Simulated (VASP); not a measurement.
# GaSbH in VASP: single point with PBEsol

Aim: the single point of GaSbH with PBEsol.

Everything below comes from runs of VASP 6.6.1. Logs are shortened: lines on timing, memory, paths and dates and some standing lists are left out, and cuts for length are marked.

## Step 1: The cell of the first run

The cell holds a wire or tube with vacuum around it, 12 atoms: a = 18.300 Å, b = 10.000 Å, c = 7.466 Å, α = 90.00°, β = 90.00°, γ = 90.00°.

## Step 2: Single point, PBEsol

INCAR reads:

```
PREC = Accurate
ENCUT = 400
EDIFF = 1E-6
ISMEAR = 0
SIGMA = 0.05
LREAL = False
LASPH = True
NELM = 120
ALGO = Normal
ISIF = 2
LWAVE = False
LCHARG = False
GGA = PS
NBANDS = 70
GGA_COMPAT = False
```

KPOINTS reads:

```
regular mesh
0
Gamma
  1 1 5
```

POSCAR reads:

```
GaSbH
1.0
   18.3000000000      0.0000000000      0.0000000000
    0.0000000000     10.0000000000      0.0000000000
    0.0000000000      0.0000000000      7.4659244539
Ga Sb H
4 4 4
Direct
    0.6766579301      0.4661350181      0.3333333333
    0.4411140233      0.4661350181      0.3333333333
    0.5588859767      0.4661350181      0.8333333333
    0.3233420699      0.4661350181      0.8333333333
    0.5588859767      0.5338649819      0.1666666667
    0.6766579301      0.5338649819      0.6666666667
    0.3233420699      0.5338649819      0.1666666667
    0.4411140233      0.5338649819      0.6666666667
    0.7483486736      0.5073639468      0.2318791507
    0.2516513264      0.5073639468      0.7318791507
    0.7547414788      0.4889595882      0.7771677191
    0.2452585212      0.4889595882      0.2771677191
```

Potentials or basis: VASP PAW PBE potentials, release 64 (Ga_d, Sb_d_GW, H).

Launch:

```sh
> cat potpaw_PBE.64/Ga_d/POTCAR potpaw_PBE.64/Sb_d_GW/POTCAR potpaw_PBE.64/H/POTCAR > POTCAR
> mpirun -np 1 vasp_std > vasp.out
```

OUTCAR:

```text
PREC = Accurate
   ENCUT = 400
   EDIFF = 1E-6
   ISMEAR = 0
   LREAL = False
   LASPH = True
   NELM = 120
   ISIF = 2
   GGA = PS

 ion  position               nearest neighbor table
   1  0.677  0.466  0.333-   9 1.57   5 2.58   6 2.58
   2  0.441  0.466  0.333-   5 2.58   7 2.58   8 2.58
   3  0.559  0.466  0.833-   8 2.58   6 2.58   5 2.58
   4  0.323  0.466  0.833-  10 1.57   8 2.58   7 2.58
   5  0.559  0.534  0.167-   2 2.58   1 2.58   3 2.58
   6  0.677  0.534  0.667-  11 1.71   3 2.58   1 2.58
   7  0.323  0.534  0.167-  12 1.71   2 2.58   4 2.58
   8  0.441  0.534  0.667-   3 2.58   4 2.58   2 2.58
   9  0.748  0.507  0.232-   1 1.57
  10  0.252  0.507  0.732-   4 1.57
  11  0.755  0.489  0.777-   6 1.71
  12  0.245  0.489  0.277-   7 1.71

  LATTYP: Found a simple orthorhombic cell.
 ALAT       =     7.4659244539
 B/A-ratio  =     1.3394188572
 C/A-ratio  =     2.4511365087

  Lattice vectors:

 A1 = (   0.0000000000,   0.0000000000,  -7.4659244539)
 A2 = (   0.0000000000,  10.0000000000,   0.0000000000)
 A3 = (  18.3000000000,   0.0000000000,   0.0000000000)

Analysis of symmetry for initial positions (statically):
=====================================================================
 Subroutine PRICEL returns:
 Original cell was already a primitive cell.

 Routine SETGRP: Setting up the symmetry group for a
 simple orthorhombic supercell.

 Subroutine GETGRP returns: Found  2 space group operations
 (whereof  1 operations were pure point group operations)
 out of a pool of  8 trial point group operations.

The static configuration has the point symmetry C_1 .
 The point group associated with its full space group is C_1h.

Analysis of symmetry for dynamics (positions and initial velocities):
=====================================================================
 Subroutine PRICEL returns:
 Original cell was already a primitive cell.

 Routine SETGRP: Setting up the symmetry group for a
 simple orthorhombic supercell.

 Subroutine GETGRP returns: Found  2 space group operations
 (whereof  1 operations were pure point group operations)
 out of a pool of  8 trial point group operations.

[... 97 lines left out ...]
   ENCUT  =  400.0 eV  29.40 Ry    5.42 a.u.  29.84 16.31 12.18*2*pi/ulx,y,z
   NELM   =    120;   NELMIN=  2; NELMDL= -5     # of ELM steps
   EDIFF  = 0.1E-05   stopping-criterion for ELM
   LREAL  =      F    real-space projection
[... 7 lines left out ...]
   TEBEG  =    0.0;   TEEND  =   0.0 temperature during run
   PSTRESS=    0.0 pullay stress
   NELECT =     116.0000    total number of electrons
   NUPDOWN=      -1.0000    fix difference up-down
   EMIN   =  10.00;   EMAX   =-10.00  energy-range for DOS
   EFERMI =   0.00;   METHOD = LEGACY
   ISMEAR =     0;   SIGMA  =   0.05  broadening in eV -4-tet -1-fermi 0-gaus
   EFERMI_NEDOS =   21; number of points for ismear=-14 and -15
   IALGO  =     38    algorithm
   IMIX   =      4    mixing-type and parameters
     AMIX     =   0.40;   BMIX     =  1.00
     AMIX_MAG =   1.60;   BMIX_MAG =  1.00
  volume/ion in A,a.u.               =     113.86       768.33
  Fermi-wavevector in a.u.,A,eV,Ry     =   0.719531  1.359716  7.044066  0.517724
  Thomas-Fermi vector in A             =   1.808750
   LORBIT       =      0    0 simple, 1 ext, 2 COOP (PROOUT), +10 PAW based schemes
   GGA     = PS    functional components
   LHFCALC =     F    Hartree Fock is set to
   AEXX    =    0.0000 exact exchange contribution
   IVDW    =     0    specifies the selected vdW correction
   LEPSILON=     F    determine dielectric tensor
   LRPA    =     F    only Hartree local field effects (RPA)
 non-spin polarized calculation
 Gauss-broadening in eV      SIGMA  =   0.05
  energy-cutoff  :      400.00
  volume of cell :     1366.26
 maximum number of plane-waves:     24818
 NGX is ok and might be reduce to   120
   NGX = 59   NGY = 33   NGZ = 25

 number of electron     116.0000054 magnetization

 Free energy of the ion-electron system (eV)
  ---------------------------------------------------
  ext. energy  EPLUGINS =         0.00000000
  ---------------------------------------------------
  free energy    TOTEN  =       -39.91290351 eV

  energy without entropy =      -39.91290351  energy(sigma->0) =      -39.91290351

 E-fermi :  -3.4082     XC(G=0):  -2.6170

 val. band max:       -3.7116666251   @ k =   0.0000   0.0000   0.0000
 cond. band min:      -2.1842460908   @ k =   0.0000   0.0000   0.0000
 fundamental gap:      1.5274205343
 Fermi energy:        -3.4081885281

 k-point     1 :       0.0000    0.0000    0.0000
  band No.  band energies     occupation
      1     -31.6078      2.00000
      2     -31.6077      2.00000
      3     -31.5874      2.00000
      4     -31.5874      2.00000
      5     -31.5318      2.00000
      6     -31.5318      2.00000
[... 208 lines left out ...]
     69       1.2370      0.00000
     70       1.4725      0.00000

------------------------ aborting loop because EDIFF is reached ----------------------------------------

  FORCE on cell =-STRESS in cart. coord.  units (eV):
  Direction    XX          YY          ZZ          XY          YZ          ZX
  --------------------------------------------------------------------------------------
  -------------------------------------------------------------------------------------
  Total       -2.3503591     -0.6267717     -2.0457559      0.0000000     -0.1741780      0.0000000
  in kB       -2.7561962     -0.7349965     -2.3989970      0.0000000     -0.2042534      0.0000000
  external PRESSURE =      -1.9633966 kB  Pullay stress =       0.0000000 kB

 VOLUME and BASIS-vectors are now :
 -----------------------------------------------------------------------------
  energy-cutoff  :      400.00
  volume of cell :     1366.26
      direct lattice vectors                 reciprocal lattice vectors
    18.300000000  0.000000000  0.000000000     0.054644809  0.000000000  0.000000000
     0.000000000 10.000000000  0.000000000     0.000000000  0.100000000  0.000000000
     0.000000000  0.000000000  7.465924454     0.000000000  0.000000000  0.133941886

 POSITION                                       TOTAL-FORCE (eV/Angst)
 -----------------------------------------------------------------------------------
     12.38284      4.66135      2.48864         0.026169      0.394655      0.165426
      8.07239      4.66135      2.48864        -0.094414     -0.052472      0.010110
     10.22761      4.66135      6.22160         0.094414     -0.052472      0.010110
      5.91716      4.66135      6.22160        -0.026169      0.394655      0.165426
     10.22761      5.33865      1.24432        -0.057490     -0.057620      0.181433
     12.38284      5.33865      4.97728        -0.253892      0.299885     -0.270214
      5.91716      5.33865      1.24432         0.253892      0.299885     -0.270214
      8.07239      5.33865      4.97728         0.057490     -0.057620      0.181433
     13.69478      5.07364      1.73119         0.037763     -0.299437     -0.057243
      4.60522      5.07364      5.46415        -0.037763     -0.299437     -0.057243
     13.81177      4.88960      5.80228        -0.070928     -0.285012     -0.029513
      4.48823      4.88960      2.06931         0.070928     -0.285012     -0.029513
 -----------------------------------------------------------------------------------
    total drift:                                0.000000      0.005517     -0.001586

  FREE ENERGIE OF THE ION-ELECTRON SYSTEM (eV)
  ---------------------------------------------------
  free  energy   TOTEN  =       -39.9129035079 eV

  energy  without entropy=      -39.9129035079  energy(sigma->0) =      -39.91290351
```

OSZICAR:

```text
N       E                     dE             d eps       ncg     rms          rms(c)
DAV:   1     0.121441678180E+04    0.12144E+04   -0.40696E+04   720   0.665E+03
DAV:   2     0.491760497309E+03   -0.72266E+03   -0.69259E+03   592   0.219E+03
DAV:   3     0.132731671287E+03   -0.35903E+03   -0.35554E+03   574   0.351E+02
[... 16 lines left out ...]
DAV:  20    -0.399128868439E+02   -0.43340E-04   -0.19625E-06   368   0.204E-02    0.594E-04
DAV:  21    -0.399128989800E+02   -0.12136E-04   -0.50462E-07   336   0.141E-02    0.274E-04
DAV:  22    -0.399129014768E+02   -0.24968E-05   -0.35589E-07   336   0.155E-02    0.227E-04
DAV:  23    -0.399129031409E+02   -0.16641E-05   -0.41167E-07   336   0.126E-02    0.166E-04
DAV:  24    -0.399129035079E+02   -0.36705E-06   -0.33761E-07   336   0.144E-02
   1 F= -.39912904E+02 E0= -.39912904E+02  d E =-.565194E-18
```

It took 7.1 min on 1 thread of Intel Xeon 6975P-C (Granite Rapids), shared host; peak memory 0.9 GiB.

Results:

- Free energy: -39.9129 eV
- Largest force: 0.477 eV/Å
- Band gap on the k mesh: 1.53 eV

Forces in eV/Å, atoms in the order of the input:
```
Ga   0.026  0.395  0.165
Ga  -0.094 -0.052  0.010
Ga   0.094 -0.052  0.010
Ga  -0.026  0.395  0.165
Sb  -0.057 -0.058  0.181
Sb  -0.254  0.300 -0.270
Sb   0.254  0.300 -0.270
Sb   0.057 -0.058  0.181
H    0.038 -0.299 -0.057
H   -0.038 -0.299 -0.057
H   -0.071 -0.285 -0.030
H    0.071 -0.285 -0.030
```

Levels at points of the mesh, in eV from the valence-band top:
```
           k point  band 56  band 57  band 58  band 59  band 60  band 61
(0.00, 0.00, 0.00)    -0.44    -0.11     0.00     1.53     1.62     2.18
```

Caveat: the PAW data sets were made with another functional, which shifts forces and pressure a little; spin-orbit coupling is left out, which moves the levels of the heavy elements.
